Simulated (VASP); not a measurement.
# Ca3H2Pt (R-3m) in VASP: further runs, part 2 of 2

VASP 6.6.1. The steps go on from the part before.

## (4) Single point, PBE

This run uses another cell than the first one, of 29.93 Å³/atom.

INCAR

```
  PREC = Accurate
  ENCUT = 520
  EDIFF = 1E-7
  ISMEAR = 0
  SIGMA = 0.1
  LREAL = False
  LASPH = True
  NELM = 100
  ALGO = Normal
  ISIF = 2
  LWAVE = False
  LCHARG = False
  GGA = PE
  NBANDS = 30
```

KPOINTS

```
Automatic mesh
0
Gamma
  6 6 6
```

POSCAR

```
Ca3H2Pt
1.0
    3.7482053205      2.1640273507      3.6905292112
   -3.7482053205      2.1640273507      3.6905292112
    0.0000000000     -4.3280547015      3.6905292111
Ca H Pt
3 2 1
Direct
    0.0000000000      0.5000000000      0.0000000000
    0.5000000000      0.0000000000      0.0000000000
    0.0000000000      0.0000000000      0.5000000000
    0.7501290950      0.7501290950      0.7501290950
    0.2498709050      0.2498709050      0.2498709050
    0.0000000000      0.0000000000      0.0000000000
```

Started as:

```bash
> cat potpaw_PBE.64/Ca_sv/POTCAR potpaw_PBE.64/H/POTCAR potpaw_PBE.64/Pt/POTCAR > POTCAR
> mpirun -np 1 vasp_std > vasp.out
```

It took 86 s on 1 thread of Intel Xeon 6975P-C (Granite Rapids), shared host; peak memory 0.36 GiB.

It converged, with:

```
Free energy            : -20.1814 eV
Pressure               : 0.0 GPa
Largest force          : 0.008 eV/Å
Band gap on the k mesh : zero (bands 21 and 22 overlap by 0.99 eV)
```

Forces on the atoms (eV/Å):
```
Ca   0.000  0.000  0.000
Ca   0.000  0.000  0.000
Ca   0.000  0.000  0.000
H    0.000  0.000 -0.008
H    0.000  0.000  0.008
Pt   0.000  0.000  0.000
```

Levels at points of the mesh, in eV from the Fermi level:
| k point | band 19 | band 20 | band 21 | band 22 | band 23 | band 24 |
| --- | --- | --- | --- | --- | --- | --- |
| (0.00, 0.00, 0.00) | -2.84 | -2.04 | 0.55 | 1.02 | 1.02 | 1.37 |
| (0.50, 0.00, 0.00) | -2.52 | -1.62 | -0.33 | 0.97 | 1.05 | 1.80 |
| (0.50, 0.50, 0.00) | -2.43 | -1.48 | -0.71 | 0.25 | 1.07 | 1.14 |
| (0.50, 0.50, 0.50) | -2.43 | -1.44 | -0.44 | -0.44 | -0.12 | 1.77 |

Caveat: spin-orbit coupling is left out, which moves the levels of the heavy elements.

## (5) Relaxation of cell and atoms, PBE

INCAR

```
SYSTEM = Ca3H2Pt
PREC     = Accurate       ! precision mode
ENCUT    = 600            ! plane-wave cutoff, eV
EDIFF    = 1E-6           ! SCF threshold, eV
ISMEAR   = 0              ! smearing method
SIGMA    = 0.1            ! smearing width, eV
LREAL    = .False.        ! projectors in reciprocal space
LASPH    = .True.         ! aspherical terms in the spheres
NELM     = 60             ! most SCF steps
ALGO     = Normal         ! electronic algorithm
ISIF     = 3              ! what is computed and relaxed
LWAVE    = .False.        ! write WAVECAR
LCHARG   = .False.        ! write CHGCAR
GGA      = PE             ! functional
IBRION   = 2              ! ionic algorithm
NSW      = 90             ! ionic steps
EDIFFG   = -0.04          ! ionic threshold
```

KPOINTS

```
regular mesh
0
Gamma
  6 6 6
  0 0 0
```

POSCAR

```
Ca3H2Pt
1.0
    2.7078704100      1.5633897100      4.2637933200
   -2.7078704100      1.5633897100      4.2637933200
    0.0000000000     -3.1267794200      4.2637933200
Ca H Pt
3 2 1
Direct
    0.0000000000      0.5000000000      0.0000000000
    0.5000000000      0.0000000000      0.0000000000
    0.0000000000      0.0000000000      0.5000000000
    0.6257190100      0.6257190100      0.6257190100
    0.3742809900      0.3742809900      0.3742809900
    0.0000000000      0.0000000000      0.0000000000
```

Started as:

```bash
> cat potpaw_PBE.64/Ca_sv/POTCAR potpaw_PBE.64/H/POTCAR potpaw_PBE.64/Pt/POTCAR > POTCAR
> mpirun -np 1 vasp_std > vasp.out
```

Wall time 17 min (1 thread of Intel Xeon 6975P-C (Granite Rapids), shared host); peak memory 0.34 GiB.

Results (log left out):

| Property | Result |
| --- | --- |
| Free energy | -20.1116 eV |
| Relaxed volume | 29.75 Å³/atom |
| Relaxed cell | a = 5.682 Å, b = 5.682 Å, c = 5.682 Å, α = 81.91°, β = 81.91°, γ = 81.91° |
| Space group after relaxing (to 0.1 Å) | R-3m (No. 166) |
| Energy gained by relaxing | 1155.9 meV/atom |
| Ionic steps | 26 |
| Pressure after relaxing | 0.0 GPa |
| Band gap on the k mesh | zero (bands 21 and 22 overlap by 0.96 eV) |

Stress tensor (GPa, compression positive):
```
 0.08  0.00  0.00
 0.00  0.08  0.00
 0.00  0.00 -0.06
```

Step by step:
```
step  energy change (eV)  largest force (eV/Å)  pressure (GPa)  volume (Å³)
   1              0.0000                0.2599           16.39       108.30
   2             -2.9363                0.1217            4.52       139.38
   3             -4.0152                0.4552           -2.69       180.29
   4             -5.0983                0.7355           -2.40       176.32
   5             -5.5096                0.8292           -1.62       172.04
   6             -5.5212                0.8362            1.66       159.17
   7             -5.6825                0.8902           -0.34       166.70
   8             -5.6884                0.8916           -0.03       165.48
   9             -5.8075                0.8591            0.11       165.14
  10             -6.1108                0.6855            0.65       164.09
  11             -6.3526                0.1776            2.22       161.87
  12             -6.4361                0.1505            1.65       164.75
  13             -6.6110                0.0720            0.24       173.54
  14             -6.6623                0.0896           -1.79       191.77
  15             -6.6856                0.0432           -1.21       185.69
  16             -6.7945                0.0846           -0.78       183.55
  17             -6.9052                0.1898            0.37       178.29
  18             -6.9056                0.2026            0.51       177.67
  19             -6.9196                0.1497            0.01       180.52
  20             -6.9212                0.1233           -0.21       181.90
  21             -6.9248                0.1103           -0.10       180.97
  22             -6.9270                0.0903            0.09       179.56
  23             -6.9294                0.0689            0.01       179.81
  24             -6.9327                0.0058           -0.23       180.56
  25             -6.9344                0.0032           -0.13       179.76
  26             -6.9356                0.0008            0.04       178.47
```

Final structure:
```
Ca H Pt
1.0
     3.72466    2.15043    3.71372
    -3.72466    2.15043    3.71372
     0.00000   -4.30087    3.71372
Ca H Pt
3 2 1
Direct
  0.00000 0.50000 0.00000
  0.50000 0.00000 0.00000
  0.00000 0.00000 0.50000
  0.75005 0.75005 0.75005
  0.24995 0.24995 0.24995
  0.00000 0.00000 0.00000
```

Levels at points of the mesh, in eV from the Fermi level:
```csv
k point,band 17,band 18,band 19,band 20,band 21,band 22,band 23,band 24,band 25
"(0.00, 0.00, 0.00)",-2.86,-2.86,-2.84,-2.11,0.54,1.02,1.02,1.38,1.38
"(0.50, 0.00, 0.00)",-2.88,-2.74,-2.53,-1.69,-0.32,0.98,1.05,1.82,1.86
"(0.50, 0.50, 0.00)",-2.71,-2.59,-2.44,-1.54,-0.69,0.25,1.02,1.11,1.97
"(0.50, 0.50, 0.50)",-2.64,-2.44,-2.44,-1.50,-0.42,-0.42,-0.16,1.80,1.80
```

Caveat: the volume moved by over 15 % at a fixed basis, so the end points are rough; spin-orbit coupling is left out, which moves the levels of the heavy elements.

## (6) Relaxation of cell and atoms, PBE

This run uses another cell than the first one, of 29.75 Å³/atom.

INCAR

```
SYSTEM = Ca3H2Pt
ALGO = Normal
EDIFF = 1E-6
EDIFFG = -0.01
ENCUT = 600
GGA = PE
IBRION = 2
ISIF = 3
ISMEAR = 0
LASPH = .TRUE.
LCHARG = .FALSE.
LREAL = .FALSE.
LWAVE = .FALSE.
NELM = 60
NSW = 100
PREC = Accurate
SIGMA = 0.1
```

KPOINTS

```
k-points
0
G
  6 6 6
  0 0 0
```

POSCAR

```
Ca3H2Pt
1.0
    3.7323690249      2.1548842612      3.6984124903
   -3.7323690249      2.1548842612      3.6984124903
    0.0000000000     -4.3097685225      3.6984124903
Ca H Pt
3 2 1
Direct
    0.0000000000      0.5000000000      0.0000000000
    0.5000000000      0.0000000000      0.0000000000
    0.0000000000      0.0000000000      0.5000000000
    0.7516483531      0.7516483531      0.7516483531
    0.2483516469      0.2483516469      0.2483516469
    0.0000000000      0.0000000000      0.0000000000
```

Potentials or basis: VASP PAW PBE potentials, release 64 (Ca_sv, H, Pt).

Started as:

```bash
> cat potpaw_PBE.64/Ca_sv/POTCAR potpaw_PBE.64/H/POTCAR potpaw_PBE.64/Pt/POTCAR > POTCAR
> mpirun -np 1 vasp_std > vasp.out
```

Run time: 8.2 min. Hardware: 1 thread of Intel Xeon 6975P-C (Granite Rapids), shared host; peak memory 0.46 GiB.

The run converged. Its results:

```yaml
Free_energy: -20.1827 eV
Relaxed_volume: 30.03 Å³/atom
Relaxed_cell: a = 5.693 Å, b = 5.693 Å, c = 5.693 Å, α = 82.52°, β = 82.52°, γ = 82.52°
Space_group_after_relaxing_to_0.1_Å: R-3m (No. 166)
Energy_gained_by_relaxing: 0.4 meV/atom
Ionic_steps: 10
Pressure_after_relaxing: 0.0 GPa
Largest_force_after_relaxing: 0.005 eV/Å
Band_gap_on_the_k_mesh: zero (bands 21 and 22 overlap by 1.00 eV)
```

Forces on the atoms (eV/Å):
```
Ca   0.000  0.000  0.000
Ca   0.000  0.000  0.000
Ca   0.000  0.000  0.000
H    0.000  0.000 -0.005
H    0.000  0.000  0.005
Pt   0.000  0.000  0.000
```

Step by step:
```
step  energy change (eV)  largest force (eV/Å)  pressure (GPa)  volume (Å³)
   1              0.0000                0.0348            0.29       178.47
   2             -0.0017                0.0212            0.06       179.86
   3             -0.0018                0.0152           -0.05       180.50
   4             -0.0018                0.0168           -0.03       180.33
   5             -0.0018                0.0172           -0.02       180.29
   6             -0.0019                0.0178           -0.01       180.26
   7             -0.0021                0.0196            0.01       180.17
   8             -0.0021                0.0203            0.00       180.14
   9             -0.0022                0.0165           -0.01       180.15
  10             -0.0024                0.0053           -0.04       180.18
```

Final structure:
```
Ca H Pt
1.0
     3.75436    2.16758    3.69019
    -3.75436    2.16758    3.69019
     0.00000   -4.33516    3.69019
Ca H Pt
3 2 1
Direct
  0.00000 0.50000 0.00000
  0.50000 0.00000 0.00000
  0.00000 0.00000 0.50000
  0.75010 0.75010 0.75010
  0.24990 0.24990 0.24990
  0.00000 0.00000 0.00000
```

Levels at points of the mesh, in eV from the Fermi level:
```csv
k point,band 17,band 18,band 19,band 20,band 21,band 22,band 23,band 24,band 25
"(0.00, 0.00, 0.00)",-2.85,-2.85,-2.84,-2.02,0.56,1.02,1.02,1.36,1.36
"(0.50, 0.00, 0.00)",-2.86,-2.72,-2.52,-1.61,-0.33,0.97,1.05,1.80,1.88
"(0.50, 0.50, 0.00)",-2.69,-2.58,-2.43,-1.47,-0.71,0.25,1.07,1.14,1.85
"(0.50, 0.50, 0.50)",-2.63,-2.42,-2.42,-1.43,-0.44,-0.44,-0.11,1.77,1.77
```

Caveat: spin-orbit coupling is left out, which moves the levels of the heavy elements.

## (7) The runs side by side

```tsv
task	cell	cutoff (eV)	gap on the mesh (eV)	pressure (GPa)	relaxed volume (Å³/atom)	largest force (eV/Å)
single point	a = 5.287 Å, angles 61.6°, 6 atoms, atomic positions A	520	none	16.3	-	0.26
single point	a = 5.679 Å, angles 82.2°, 6 atoms, atomic positions B	520	none	0.3	-	0.03
single point	a = 5.688 Å, angles 82.4°, 6 atoms, atomic positions C	520	none	0.0	-	0.01
relaxation of cell and atoms	relaxed from a = 5.287 Å, angles 61.6°, 6 atoms, atomic positions A	600	none	0.0	29.75	-
relaxation of cell and atoms	relaxed from a = 5.679 Å, angles 82.2°, 6 atoms, atomic positions B	600	none	0.0	30.03	0.01
```

Alike in all rows: level PBE; potentials or basis VASP PAW PBE potentials, release 64 (Ca_sv, H, Pt); no spin polarisation; k mesh 6 × 6 × 6; smearing gaussian 0.1 eV.

Caveats: spin-orbit coupling is left out, which moves the levels of the heavy elements; the cell stands under pressure (at least some runs); the volume moved by over 15 % at a fixed basis, so the end points are rough (at least some runs).

Absolute energies hang on the potentials; compare differences alone.
